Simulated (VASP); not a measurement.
Ca: single point with LDA

Crystal: Ca.

```
Ca
1.0
     3.86060    0.00000    0.00000
    -1.93030    3.34338    0.00000
     0.00000    0.00000    6.61780
Ca
2
Direct
  0.33333 0.66667 0.25000
  0.66667 0.33333 0.75000
```

This cell differs from its parent crystal: strain -0.030 along x and y, +0.015 along z.

```yaml
Program: VASP 6.6.1
Task: single point
Functional: LDA
Potentials_or_basis: VASP PAW LDA potentials, release 64 (Ca_sv)
Cutoff: 520 eV
k_mesh: 15 × 15 × 8
Occupations: gaussian, width 0.15 eV
Spin: no spin polarisation
Dipole_correction: no
Further_INCAR_settings: ALGO = Fast; EDIFF = 1e-07; NBANDS = 17
```

* Pressure: -1.8 GPa
* Band gap on the k mesh: zero (bands 10 and 11 overlap by 0.55 eV)

Stress tensor (GPa, compression positive):
```
-1.40  0.00  0.00
 0.00 -1.40  0.00
 0.00  0.00 -2.57
```

Levels at points of the mesh, in eV from the Fermi level:
| k point | band 8 | band 9 | band 10 | band 11 | band 12 | band 13 |
| --- | --- | --- | --- | --- | --- | --- |
| (0.00, 0.00, 0.00) | -22.84 | -4.04 | -1.25 | -0.33 | 1.94 | 2.18 |
| (0.00, 0.00, 0.50) | -22.85 | -3.10 | -3.10 | 1.15 | 1.15 | 2.19 |

Run time: 8.7 min on 1 thread of Intel Xeon 8259CL (shared host), peak memory 0.29 GiB.

Caveat: the cell differs from its parent crystal (strain -0.030 along x and y, +0.015 along z).
